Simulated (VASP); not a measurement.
# Sr (Fm-3m) in VASP: single point with LDA

Aim: the single point of Sr with LDA.

Everything below comes from runs of VASP 6.6.1. Logs are shortened: lines on timing, memory, paths and dates and some standing lists are left out, and cuts for length are marked.

### 1 The cell of the first run

The structure is cubic, space group Fm-3m (No. 225). The conventional cell has a = 6.080 Å, b = 6.080 Å, c = 6.080 Å, α = 90.00°, β = 90.00°, γ = 90.00°. Sr (site symmetry m-3m) has 12 Sr at 4.30 Å within 5.6 Å.

### 2 Single point, LDA

INCAR

```
SYSTEM = Sr
PREC     = Accurate       ! precision mode
ENCUT    = 520            ! plane-wave cutoff, eV
EDIFF    = 1E-6           ! SCF threshold, eV
ISMEAR   = 0              ! smearing method
SIGMA    = 0.05           ! smearing width, eV
LREAL    = .FALSE.        ! projectors in reciprocal space
LASPH    = .TRUE.         ! aspherical terms in the spheres
NELM     = 80             ! most SCF steps
ALGO     = Normal         ! electronic algorithm
ISIF     = 2              ! what is computed and relaxed
LWAVE    = .FALSE.        ! write WAVECAR
LCHARG   = .TRUE.         ! write CHGCAR
GGA      = CA             ! functional
LELF     = .TRUE.         ! ELF
LVHAR    = .TRUE.       
NBANDS   = 11             ! bands
```

KPOINTS

```
Automatic mesh
0
G
  12 12 12
  0 0 0
```

POSCAR

```
Sr
1.0
    0.0000000000      3.0400000000      3.0400000000
    3.0400000000      0.0000000000      3.0400000000
    3.0400000000      3.0400000000      0.0000000000
Sr
1
Direct
    0.0000000000      0.0000000000      0.0000000000
```

Potentials or basis: VASP PAW LDA potentials, release 64 (Sr_sv).

Started as:

```bash
> cat potpaw_LDA.64/Sr_sv/POTCAR > POTCAR
> mpirun -np 1 vasp_std > vasp.out
```

OUTCAR:

```text
SYSTEM = Sr
   PREC = Accurate
   ENCUT = 520
   EDIFF = 1E-6
   ISMEAR = 0
   LREAL = .FALSE.
   LASPH = .TRUE.
   NELM = 80
   ISIF = 2
   GGA = CA

 ion  position               nearest neighbor table
   1  0.000  0.000  0.000-

  LATTYP: Found a face centered cubic cell.
 ALAT       =     6.0800000000

  Lattice vectors:

 A1 = (   0.0000000000,   3.0400000000,   3.0400000000)
 A2 = (   3.0400000000,   0.0000000000,   3.0400000000)
 A3 = (   3.0400000000,   3.0400000000,   0.0000000000)

Analysis of symmetry for initial positions (statically):
=====================================================================
 Subroutine PRICEL returns:
 Original cell was already a primitive cell.

 Routine SETGRP: Setting up the symmetry group for a
 face centered cubic supercell.

 Subroutine GETGRP returns: Found 48 space group operations
 (whereof 48 operations were pure point group operations)
 out of a pool of 48 trial point group operations.

The static configuration has the point symmetry O_h .

Analysis of symmetry for dynamics (positions and initial velocities):
=====================================================================
 Subroutine PRICEL returns:
 Original cell was already a primitive cell.

 Routine SETGRP: Setting up the symmetry group for a
 face centered cubic supercell.

 Subroutine GETGRP returns: Found 48 space group operations
 (whereof 48 operations were pure point group operations)
 out of a pool of 48 trial point group operations.

The dynamic configuration has the point symmetry O_h .

 Subroutine INISYM returns: Found 48 space group operations
 (whereof 48 operations are pure point group operations),
 and found     1 'primitive' translations

----------------------------------------------------------------------------------------

                                     Primitive cell

  volume of cell :      56.1889

  direct lattice vectors                    reciprocal lattice vectors
     0.000000000  3.040000000  3.040000000    -0.164473684  0.164473684  0.164473684
     3.040000000  0.000000000  3.040000000     0.164473684 -0.164473684  0.164473684
     3.040000000  3.040000000  0.000000000     0.164473684  0.164473684 -0.164473684

  length of vectors
     4.299209230  4.299209230  4.299209230     0.284876778  0.284876778  0.284876778

  position of ions in fractional coordinates (direct lattice)
     0.000000000  0.000000000  0.000000000

  ion indices of the primitive-cell ions
   primitive index   ion index
                 1           1

----------------------------------------------------------------------------------------

 KPOINTS: Automatic mesh

Automatic generation of k-mesh.
 Grid dimensions read from file:
 generate k-points for:   12   12   12

 Generating k-lattice:

  Cartesian coordinates                     Fractional coordinates (reciprocal lattice)
    -0.013706140  0.013706140  0.013706140     0.083333333  0.000000000  0.000000000
     0.013706140 -0.013706140  0.013706140     0.000000000  0.083333333  0.000000000
     0.013706140  0.013706140 -0.013706140     0.000000000  0.000000000  0.083333333

  Length of vectors
     0.023739731  0.023739731  0.023739731

  Shift w.r.t. Gamma in fractional coordinates (k-lattice)
     0.000000000  0.000000000  0.000000000

 Subroutine IBZKPT returns following result:
 ===========================================

 Found     72 irreducible k-points:

 Following reciprocal coordinates:
            Coordinates               Weight
  0.000000  0.000000  0.000000      1.000000
  0.083333  0.000000  0.000000      8.000000
  0.166667  0.000000  0.000000      8.000000
  0.250000  0.000000  0.000000      8.000000
  0.333333  0.000000  0.000000      8.000000
  0.416667  0.000000  0.000000      8.000000
[... 16 lines left out ...]
  0.500000  0.166667  0.000000     24.000000
 -0.416667  0.166667  0.000000     24.000000
 [... further k-points ...]
   k-points           NKPTS =     72   k-points in BZ     NKDIM =     72   number of bands    NBANDS=     11
   number of dos      NEDOS =    301   number of ions     NIONS =      1
   total plane-waves  NPLWV =  32768
   dimension x,y,z NGX =    32 NGY =   32 NGZ =   32
   dimension x,y,z NGXF=    64 NGYF=   64 NGZF=   64
   ions per type =               1
   NGX,Y,Z   is equivalent  to a cutoff of  12.37, 12.37, 12.37 a.u.
   NGXF,Y,Z  is equivalent  to a cutoff of  24.75, 24.75, 24.75 a.u.
 SYSTEM =  Sr
   PREC   = accura    normal or accurate (medium, high low for compatibility)
   ISTART =      0    job   : 0-new  1-cont  2-samecut
   ICHARG =      2    charge: 1-file 2-atom 10-const
   ISPIN  =      1    spin polarized calculation?
   LNONCOLLINEAR =      F non collinear calculations
   LSORBIT =      F    spin-orbit coupling
   LASPH  =      T    aspherical Exc in radial PAW
   ENCUT  =  520.0 eV  38.22 Ry    6.18 a.u.   7.99  7.99  7.99*2*pi/ulx,y,z
   NELM   =     80;   NELMIN=  2; NELMDL= -5     # of ELM steps
   EDIFF  = 0.1E-05   stopping-criterion for ELM
   LREAL  =      F    real-space projection
   EDIFFG = 0.1E-04   stopping-criterion for IOM
   NSW    =      0    number of steps for IOM
   IBRION =     -1    ionic relax: 0-MD 1-quasi-New 2-CG
   NFREE  =      0    steps in history (QN), initial steepest desc. (CG)
   ISIF   =      2    stress and relaxation
   ISYM   =      2    0-nonsym 1-usesym 2-fastsym
   POTIM  = 0.5000    time-step for ionic-motion
   TEBEG  =    0.0;   TEEND  =   0.0 temperature during run
   PSTRESS=    0.0 pullay stress
   NELECT =      10.0000    total number of electrons
   NUPDOWN=      -1.0000    fix difference up-down
   EMIN   =  10.00;   EMAX   =-10.00  energy-range for DOS
   EFERMI =   0.00;   METHOD = LEGACY
   ISMEAR =     0;   SIGMA  =   0.05  broadening in eV -4-tet -1-fermi 0-gaus
   EFERMI_NEDOS =   21; number of points for ismear=-14 and -15
   IALGO  =     38    algorithm
   IMIX   =      4    mixing-type and parameters
     AMIX     =   0.40;   BMIX     =  1.00
     AMIX_MAG =   1.60;   BMIX_MAG =  1.00
  volume/ion in A,a.u.               =      56.19       379.18
  Fermi-wavevector in a.u.,A,eV,Ry     =   0.920855  1.740164 11.537386  0.847974
  Thomas-Fermi vector in A             =   2.046207
   LORBIT       =      0    0 simple, 1 ext, 2 COOP (PROOUT), +10 PAW based schemes
   GGA     = CA    functional components
   LHFCALC =     F    Hartree Fock is set to
   AEXX    =    0.0000 exact exchange contribution
   IVDW    =     0    specifies the selected vdW correction
   LEPSILON=     F    determine dielectric tensor
   LRPA    =     F    only Hartree local field effects (RPA)
 non-spin polarized calculation
 Gauss-broadening in eV      SIGMA  =   0.05
  energy-cutoff  :      520.00
  volume of cell :       56.19
 maximum number of plane-waves:      1540
   NGX = 15   NGY = 15   NGZ = 15

 number of electron      10.0000000 magnetization

 Free energy of the ion-electron system (eV)
  ---------------------------------------------------
  ext. energy  EPLUGINS =         0.00000000
  ---------------------------------------------------
  free energy    TOTEN  =        -1.85530800 eV

  energy without entropy =       -1.85392961  energy(sigma->0) =       -1.85461880

 E-fermi :   1.3615     XC(G=0):  -7.4891

 val. band max:        1.3210159610   @ k =  -0.3333   0.4167   0.1667
 cond. band min:       1.3815692886   @ k =  -0.4167   0.2500   0.0000
 fundamental gap:      0.0605533277
 Fermi energy:         1.3614832296

 k-point     1 :       0.0000    0.0000    0.0000
  band No.  band energies     occupation
      1     -35.1499      2.00000
      2     -17.1367      2.00000
      3     -17.1367      2.00000
      4     -17.1367      2.00000
      5      -2.2799      2.00000
      6       3.5650      0.00000
      7       3.5650      0.00000
      8       3.5650      0.00000
      9       4.9823      0.00000
     10       4.9823      0.00000
     11       8.4601      0.00000

 k-point     2 :       0.0833    0.0000    0.0000
  band No.  band energies     occupation
      1     -35.1490      2.00000
      2     -17.1495      2.00000
      3     -17.1385      2.00000
      4     -17.1385      2.00000
      5      -2.1695      2.00000
      6       3.4031      0.00000
      7       3.6171      0.00000
      8       3.6171      0.00000
      9       4.9166      0.00000
     10       4.9166      0.00000
     11       8.7372      0.00000

 k-point     3 :       0.1667    0.0000    0.0000
  band No.  band energies     occupation
      1     -35.1466      2.00000
      2     -17.1843      2.00000
      3     -17.1432      2.00000
      4     -17.1432      2.00000
      5      -1.8489      2.00000
      6       3.0153      0.00000
      7       3.7193      0.00000
      8       3.7193      0.00000
      9       4.8240      0.00000
     10       4.8240      0.00000
     11       8.8384      0.00000

 k-point     4 :       0.2500    0.0000    0.0000
  band No.  band energies     occupation
      1     -35.1434      2.00000
      2     -17.2312      2.00000
      3     -17.1497      2.00000
      4     -17.1497      2.00000
      5      -1.3508      2.00000
      6       2.5538      0.00000
      7       3.7185      0.00000
      8       3.7185      0.00000
      9       4.9438      0.00000
     10       4.9438      0.00000
     11       8.0534      0.00000

 k-point     5 :       0.3333    0.0000    0.0000
  band No.  band energies     occupation
      1     -35.1401      2.00000
      2     -17.2774      2.00000
      3     -17.1561      2.00000
      4     -17.1561      2.00000
      5      -0.7375      2.00000
      6       2.0980      0.00000
      7       3.5927      0.00000
      8       3.5927      0.00000
      9       5.3307      0.00000
     10       5.3307      0.00000
     11       7.3786      0.00000
[... 211 lines left out ...]
 k-point    21 :       0.3333    0.1667    0.0000
  band No.  band energies     occupation
      1     -35.1401      2.00000
      2     -17.2510      2.00000
      3     -17.1694      2.00000
      4     -17.1688      2.00000
      5      -0.8100      2.00000
      6       2.2745      0.00000
      7       3.2380      0.00000
      8       3.9861      0.00000
      9       4.6628      0.00000
     10       5.5948      0.00000
     11       8.1185      0.00000

 k-point    22 :       0.4167    0.1667    0.0000
  band No.  band energies     occupation
      1     -35.1375      2.00000
      2     -17.2843      2.00000
      3     -17.1801      2.00000
      4     -17.1730      2.00000
      5      -0.1880      2.00000
      6       1.9122      0.00000
      7       3.0036      0.00000
      8       3.8833      0.00000
      9       5.2080      0.00000
     10       5.9379      0.00000
     11       7.0895      0.00000

 k-point    23 :       0.5000    0.1667    0.0000
  band No.  band energies     occupation
      1     -35.1358      2.00000
      2     -17.3041      2.00000
      3     -17.1900      2.00000
      4     -17.1732      2.00000
      5       0.4045      2.00000
      6       1.5347      0.00000
      7       2.9102      0.00000
      8       3.7796      0.00000
      9       5.6965      0.00000
     10       6.0405      0.00000
     11       6.4807      0.00000

 k-point    24 :      -0.4167    0.1667    0.0000
  band No.  band energies     occupation
      1     -35.1356      2.00000
      2     -17.3057      2.00000
      3     -17.1961      2.00000
      4     -17.1694      2.00000
      5       0.5422      2.00000
      6       1.4629      0.00411
      7       2.8701      0.00000
      8       3.7419      0.00000
      9       5.7103      0.00000
     10       5.9311      0.00000
     11       6.5951      0.00000

 [... further k-points ...]

------------------------ aborting loop because EDIFF is reached ----------------------------------------

  FORCE on cell =-STRESS in cart. coord.  units (eV):
  Direction    XX          YY          ZZ          XY          YZ          ZX
  --------------------------------------------------------------------------------------
  -------------------------------------------------------------------------------------
  Total       -0.5675791     -0.5675791     -0.5675791      0.0000000      0.0000000     -0.0000000
  in kB      -16.1840144    -16.1840144    -16.1840144      0.0000000      0.0000000     -0.0000000
  external PRESSURE =     -16.1840144 kB  Pullay stress =       0.0000000 kB

 VOLUME and BASIS-vectors are now :
 -----------------------------------------------------------------------------
  energy-cutoff  :      520.00
  volume of cell :       56.19
      direct lattice vectors                 reciprocal lattice vectors
     0.000000000  3.040000000  3.040000000    -0.164473684  0.164473684  0.164473684
     3.040000000  0.000000000  3.040000000     0.164473684 -0.164473684  0.164473684
     3.040000000  3.040000000  0.000000000     0.164473684  0.164473684 -0.164473684

 POSITION                                       TOTAL-FORCE (eV/Angst)
 -----------------------------------------------------------------------------------
      0.00000      0.00000      0.00000         0.000000     -0.000000     -0.000000
 -----------------------------------------------------------------------------------
    total drift:                                0.000000      0.000000     -0.000000

  FREE ENERGIE OF THE ION-ELECTRON SYSTEM (eV)
  ---------------------------------------------------
  free  energy   TOTEN  =        -1.8553080011 eV

  energy  without entropy=       -1.8539296057  energy(sigma->0) =       -1.85461880
```

Run time: 10 s. Hardware: 1 thread of Intel Xeon 6975P-C (Granite Rapids), shared host; peak memory 0.18 GiB.

What came out:

| Item | Value |
| --- | --- |
| Free energy | -1.8553 eV |
| Pressure | -1.6 GPa |
| Band gap on the k mesh | zero (band 5 reaches 1.43 eV, above the bottom of band 6 at 1.38 eV) |
